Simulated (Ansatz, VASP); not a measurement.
**One calculation of Al2Au, two programs**

Contents of INCAR:

```
SYSTEM = Al2Au
  PREC = Accurate
  ENCUT = 520
  EDIFF = 1E-6
  ISMEAR = 0
  SIGMA = 0.1
  LREAL = .False.
  LASPH = .True.
  NELM = 80
  ALGO = Normal
  ISIF = 2
  LWAVE = .False.
  LCHARG = .False.
  GGA = PE
  NBANDS = 16
```

The input KPOINTS:

```
regular mesh
0
Gamma
  12 12 12
  0 0 0
```

File POSCAR:

```
Al2Au
1.0
    0.0000000000      2.9997781228      2.9997781228
    2.9997781228      0.0000000000      2.9997781228
    2.9997781228      2.9997781228      0.0000000000
Al Au
2 1
Direct
    0.2500000000      0.2500000000      0.2500000000
    0.7500000000      0.7500000000      0.7500000000
    0.0000000000      0.0000000000      0.0000000000
```

Input for Ansatz:

```yaml
crystal:
  lattice:
    - [0.0, 2.9997781228, 2.9997781228]
    - [2.9997781228, 0.0, 2.9997781228]
    - [2.9997781228, 2.9997781228, 0.0]
  atoms:
    - { symbol: Al, position: [0.25, 0.25, 0.25] }
    - { symbol: Al, position: [0.75, 0.75, 0.75] }
    - { symbol: Au, position: [0.0, 0.0, 0.0] }
basis:
  ecutwfc: 420
kpoints:
  mp_grid: { grid: [12, 12, 12] }
hamiltonian:
  xc: pbe
scf:
  occupations: { method: gaussian, width: 0.1 }
output:
  forces: true
  stress: true
  eigenvalues: true
```

Alike in both runs: task single point; functional PBE; k mesh 12 × 12 × 12; occupations gaussian, width 0.1 eV; no spin polarisation.

|  | VASP | Ansatz |
| --- | --- | --- |
| version | VASP 6.6.1 | Ansatz 0.2.0 |
| potentials or method | VASP PAW PBE potentials, release 64 (Al, Au), cutoff 520 eV | scalar-relativistic, plane waves, PAW |
| valence electrons in the cell | 17 | 25 |

VASP gave:

- gap on the k mesh at the Fermi level (eV): none
- pressure (GPa): 3.2

Question: Estimate Ansatz's values.

Answer: gap on the k mesh at the Fermi level (eV): none; pressure (GPa): 3.4.

A gap of «none» marks a metal or a gap that the smearing closes. VASP's potentials hold 17 valence electrons a cell and Ansatz's 25, so a difference there can come from the potentials and not from the codes.

Neither program's run includes spin-orbit coupling.
